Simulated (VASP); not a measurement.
# Si2W3 (Amm2) in VASP: single point with PBEsol

Aim: the single point of Si2W3 with PBEsol.

All numbers are computed with VASP 6.6.1; they aren't measurements. Logs are shortened: lines on timing, memory, paths and dates and some standing lists are left out, and cuts for length are marked.

## 1. The cell of the first run

Symmetry: Amm2, No. 38, orthorhombic system. Conventional cell: a = 3.275 Å, b = 9.309 Å, c = 9.309 Å, α = 90.00°, β = 90.00°, γ = 90.00°. Si (site symmetry mm2) has 3 Si at 2.50 to 3.27 Å and 8 W at 2.51 to 2.56 Å within 3.3 Å. Within 3.3 Å of Si (site symmetry mm2) lie 3 Si at 2.50 to 3.27 Å and 8 W at 2.53 to 2.57 Å. Si (site symmetry m) has 3 Si at 2.50 to 3.27 Å and 8 W at 2.51 to 2.62 Å within 3.3 Å. W (site symmetry m) has 4 Si at 2.52 to 2.62 Å and 10 W at 2.96 to 3.27 Å within 3.3 Å. Within 3.3 Å of W (site symmetry mm2) lie 6 Si at 2.53 to 2.57 Å and 7 W at 2.97 to 3.27 Å. W (site symmetry mm2) has 6 Si at 2.51 Å and 7 W at 2.96 to 3.27 Å within 3.3 Å. Within 3.3 Å of W (site symmetry m) lie 6 Si at 2.52 to 2.55 Å and 7 W at 2.96 to 3.27 Å.

## 2. Single point, PBEsol (atoms displaced along a vibrational mode)

The input, INCAR:

```
SYSTEM = Si2W3
ALGO     = Fast           ! electronic algorithm
EDIFF    = 1E-6           ! SCF threshold, eV
ENCUT    = 520            ! plane-wave cutoff, eV
GGA      = PS             ! functional
ISIF     = 2              ! what is computed and relaxed
ISMEAR   = 0              ! smearing method
LASPH    = .TRUE.         ! aspherical terms in the spheres
LCHARG   = .FALSE.        ! write CHGCAR
LREAL    = .FALSE.        ! projectors in reciprocal space
LWAVE    = .FALSE.        ! write WAVECAR
NBANDS   = 61             ! bands
NELM     = 80             ! most SCF steps
PREC     = Accurate       ! precision mode
SIGMA    = 0.15           ! smearing width, eV
```

The input, KPOINTS:

```
k-points
0
G
  6 6 12
  0 0 0
```

The input, POSCAR:

```
Si2W3
1.0
    6.5824376030      0.0000000000      0.0000000000
    0.0000000000      6.5824376030      0.0000000000
    0.0000000000      0.0000000000      3.2749106436
Si W
4 6
Direct
    0.1358716288      0.6358716288      0.0000000000
    0.8677150068      0.3677150068      0.0000000000
    0.6287071489      0.8605505269      0.0000000000
    0.3605505269      0.1287071489      0.0000000000
    0.5001617941      0.5006808272      0.0000000000
    0.0006808272      0.0001617941      0.0000000000
    0.6600811223      0.1600811223      0.5000000000
    0.3403658187      0.8403658187      0.5000000000
    0.1597594533      0.3400441497      0.5000000000
    0.8400441497      0.6597594533      0.5000000000
```

Potentials or basis: VASP PAW PBE potentials, release 64 (Si, W_sv).

Run with:

```console
cat potpaw_PBE.64/Si/POTCAR potpaw_PBE.64/W_sv/POTCAR > POTCAR
mpirun -np 1 vasp_std > vasp.out
```

OUTCAR:

```text
SYSTEM = Si2W3
   EDIFF = 1E-6
   ENCUT = 520
   GGA = PS
   ISIF = 2
   ISMEAR = 0
   LASPH = .TRUE.
   LREAL = .FALSE.
   NELM = 80
   PREC = Accurate

 ion  position               nearest neighbor table
   1  0.136  0.636  0.000-   2 2.50   8 2.51   8 2.51  10 2.55   9 2.55   9 2.55  10 2.55   5 2.56
                             6 2.56
   2  0.868  0.368  0.000-   1 2.50   9 2.53  10 2.53   9 2.53  10 2.53   7 2.53   7 2.53   5 2.57
                             6 2.57
   3  0.629  0.861  0.000-   4 2.50   8 2.51   8 2.51   5 2.52  10 2.52  10 2.52   7 2.57   7 2.57
                             6 2.62
   4  0.361  0.129  0.000-   3 2.50   8 2.51   8 2.51   6 2.52   9 2.52   9 2.52   7 2.57   7 2.57
                             5 2.62
   5  0.500  0.501  0.000-   3 2.52   1 2.56   2 2.57   4 2.62  10 2.96  10 2.96   8 2.96   8 2.96
                             7 2.97   7 2.97   9 2.97   9 2.97
   6  0.001  0.000  0.000-   4 2.52   1 2.56   2 2.57   3 2.62   9 2.96   9 2.96   8 2.96   8 2.96
                             7 2.97   7 2.97  10 2.97  10 2.97
   7  0.660  0.160  0.500-   2 2.53   2 2.53   4 2.57   3 2.57   3 2.57   4 2.57   6 2.97   5 2.97
                             5 2.97   6 2.97   8 2.98
   8  0.340  0.840  0.500-   3 2.51   4 2.51   3 2.51   4 2.51   1 2.51   1 2.51   6 2.96   5 2.96
                             5 2.96   6 2.96   7 2.98
   9  0.160  0.340  0.500-   4 2.52   4 2.52   2 2.53   2 2.53   1 2.55   1 2.55   6 2.96   6 2.96
                             5 2.97   5 2.97  10 2.98
  10  0.840  0.660  0.500-   3 2.52   3 2.52   2 2.53   2 2.53   1 2.55   1 2.55   5 2.96   5 2.96
                             6 2.97   6 2.97   9 2.98

  LATTYP: Found a simple tetragonal cell.
 ALAT       =     6.5824376030
 C/A-ratio  =     0.4975224744

  Lattice vectors:

 A1 = (   6.5824376030,   0.0000000000,   0.0000000000)
 A2 = (   0.0000000000,   6.5824376030,   0.0000000000)
 A3 = (   0.0000000000,   0.0000000000,   3.2749106436)

Analysis of symmetry for initial positions (statically):
=====================================================================
 Subroutine PRICEL returns:
 Original cell was already a primitive cell.

 Routine SETGRP: Setting up the symmetry group for a
 simple tetragonal supercell.

 Subroutine GETGRP returns: Found  4 space group operations
 (whereof  2 operations were pure point group operations)
 out of a pool of 16 trial point group operations.

The static configuration has the point symmetry C_1h.
 The point group associated with its full space group is C_2v.

Analysis of symmetry for dynamics (positions and initial velocities):
=====================================================================
 Subroutine PRICEL returns:
 Original cell was already a primitive cell.

[... 140 lines left out ...]
   EFERMI_NEDOS =   21; number of points for ismear=-14 and -15
   IALGO  =     68    algorithm
   IMIX   =      4    mixing-type and parameters
     AMIX     =   0.40;   BMIX     =  1.00
     AMIX_MAG =   1.60;   BMIX_MAG =  1.00
  volume/ion in A,a.u.               =      14.19        95.76
  Fermi-wavevector in a.u.,A,eV,Ry     =   1.456858  2.753062 28.877479  2.122435
  Thomas-Fermi vector in A             =   2.573727
   LORBIT       =      0    0 simple, 1 ext, 2 COOP (PROOUT), +10 PAW based schemes
   GGA     = PS    functional components
   LHFCALC =     F    Hartree Fock is set to
   AEXX    =    0.0000 exact exchange contribution
   IVDW    =     0    specifies the selected vdW correction
   LEPSILON=     F    determine dielectric tensor
   LRPA    =     F    only Hartree local field effects (RPA)
 non-spin polarized calculation
 RMM-DIIS sequential band-by-band and
 Gauss-broadening in eV      SIGMA  =   0.15
  energy-cutoff  :      520.00
  volume of cell :      141.90
 maximum number of plane-waves:      3848
 NGX is ok and might be reduce to    50
   NGX = 25   NGY = 25   NGZ = 13

 number of electron     100.0000002 magnetization

 Free energy of the ion-electron system (eV)
  ---------------------------------------------------
  ext. energy  EPLUGINS =         0.00000000
  ---------------------------------------------------
  free energy    TOTEN  =      -106.21908167 eV

  energy without entropy =     -106.15636370  energy(sigma->0) =     -106.18772268

 E-fermi :  11.9458     XC(G=0): -13.1784

 val. band max:       11.9449053963   @ k =   0.5000   0.3333   0.0000
 cond. band min:      11.9580884537   @ k =   0.0000   0.0000   0.2500
 fundamental gap:      0.0131830574
 Fermi energy:        11.9458438135

 k-point     1 :       0.0000    0.0000    0.0000
  band No.  band energies     occupation
      1     -62.3432      2.00000
      2     -62.3262      2.00000
      3     -62.3141      2.00000
      4     -62.2950      2.00000
      5     -62.0386      2.00000
      6     -62.0354      2.00000
[... 1525 lines left out ...]
     60      13.4297      0.00000
     61      14.8829      0.00000

 [... further k-points ...]

------------------------ aborting loop because EDIFF is reached ----------------------------------------

  FORCE on cell =-STRESS in cart. coord.  units (eV):
  Direction    XX          YY          ZZ          XY          YZ          ZX
  --------------------------------------------------------------------------------------
  -------------------------------------------------------------------------------------
  Total        0.4533289      0.4533289      0.5976776      0.0324605      0.0000000      0.0000000
  in kB        5.1185985      5.1185985      6.7484594      0.3665159      0.0000000      0.0000000
  external PRESSURE =       5.6618854 kB  Pullay stress =       0.0000000 kB

 VOLUME and BASIS-vectors are now :
 -----------------------------------------------------------------------------
  energy-cutoff  :      520.00
  volume of cell :      141.90
      direct lattice vectors                 reciprocal lattice vectors
     6.582437603  0.000000000  0.000000000     0.151919404  0.000000000  0.000000000
     0.000000000  6.582437603  0.000000000     0.000000000  0.151919404  0.000000000
     0.000000000  0.000000000  3.274910644     0.000000000  0.000000000  0.305351843

 POSITION                                       TOTAL-FORCE (eV/Angst)
 -----------------------------------------------------------------------------------
      0.89437      4.18559      0.00000        -0.203001     -0.203001      0.000000
      5.71168      2.42046      0.00000        -0.214804     -0.214804      0.000000
      4.13843      5.66452      0.00000         0.639395      0.617212      0.000000
      2.37330      0.84721      0.00000         0.617212      0.639395      0.000000
      3.29228      3.29570      0.00000        -0.123710     -0.523662      0.000000
      0.00448      0.00106      0.00000        -0.523662     -0.123710      0.000000
      4.34494      1.05372      1.63746        -0.135990     -0.135990      0.000000
      2.24044      5.53166      1.63746        -0.205500     -0.205500      0.000000
      1.05161      2.23832      1.63746         0.096625      0.053436      0.000000
      5.52954      4.34283      1.63746         0.053436      0.096625      0.000000
 -----------------------------------------------------------------------------------
    total drift:                                0.000113      0.000113      0.000001

  FREE ENERGIE OF THE ION-ELECTRON SYSTEM (eV)
  ---------------------------------------------------
  free  energy   TOTEN  =      -106.2190816652 eV

  energy  without entropy=     -106.1563637023  energy(sigma->0) =     -106.18772268
```

OSZICAR:

```text
N       E                     dE             d eps       ncg     rms          rms(c)
DAV:   1     0.123666100117E+04    0.12367E+04   -0.54408E+04 11126   0.181E+03
DAV:   2    -0.192404570553E+02   -0.12559E+04   -0.12236E+04 11211   0.571E+02
DAV:   3    -0.108565196327E+03   -0.89325E+02   -0.84971E+02 13260   0.136E+02
[... 11 lines left out ...]
RMM:  15    -0.106219106222E+03    0.33002E-04   -0.23291E-04 14676   0.571E-02    0.679E-02
RMM:  16    -0.106219077700E+03    0.28522E-04   -0.14031E-04 13962   0.389E-02    0.166E-02
RMM:  17    -0.106219082755E+03   -0.50545E-05   -0.20814E-05 14393   0.201E-02    0.165E-02
RMM:  18    -0.106219081343E+03    0.14114E-05   -0.17160E-05 12445   0.144E-02    0.231E-03
RMM:  19    -0.106219081665E+03   -0.32184E-06   -0.28450E-06 10036   0.708E-03
   1 F= -.10621908E+03 E0= -.10618772E+03  d E =-.627180E-01
```

Run time: 26 min. Hardware: 1 thread of Intel Xeon 8259CL, shared host; peak memory 0.63 GiB.

Results:

```yaml
Free_energy: -106.2191 eV
Pressure: 0.6 GPa
Largest_force: 0.889 eV/Å
Band_gap_on_the_k_mesh: zero (bands 50 and 51 overlap by 1.70 eV)
```

Forces in eV/Å, atoms in the order of the input:
```
Si  -0.203 -0.203  0.000
Si  -0.215 -0.215  0.000
Si   0.639  0.617  0.000
Si   0.617  0.639  0.000
W   -0.124 -0.524  0.000
W   -0.524 -0.124  0.000
W   -0.136 -0.136  0.000
W   -0.205 -0.205  0.000
W    0.097  0.053  0.000
W    0.053  0.097  0.000
```

Stress tensor (GPa, compression positive):
```
0.51 0.04 0.00
0.04 0.51 0.00
0.00 0.00 0.67
```

Levels at points of the mesh, in eV from the Fermi level:
```
           k point  band 48  band 49  band 50  band 51  band 52  band 53
(0.00, 0.00, 0.00)    -0.85    -0.61    -0.12    -0.12     0.14     0.82
(0.50, 0.00, 0.00)    -1.00    -0.79    -0.72    -0.69    -0.66     0.52
(0.50, 0.50, 0.00)    -1.44    -0.08    -0.08     0.01     0.02     0.04
(0.00, 0.00, 0.50)    -1.59    -1.54    -1.41     1.71     1.92     1.94
(0.50, 0.00, 0.50)    -0.46     0.04     0.04     0.58     0.63     1.79
(0.50, 0.50, 0.50)    -0.23     1.01     1.01     1.34     1.34     1.47
```

Caveat: the cell differs from its parent crystal (atoms displaced along a vibrational mode); the PAW data sets were made with another functional, which shifts forces and pressure a little; spin-orbit coupling is left out, which moves the levels of the heavy elements.
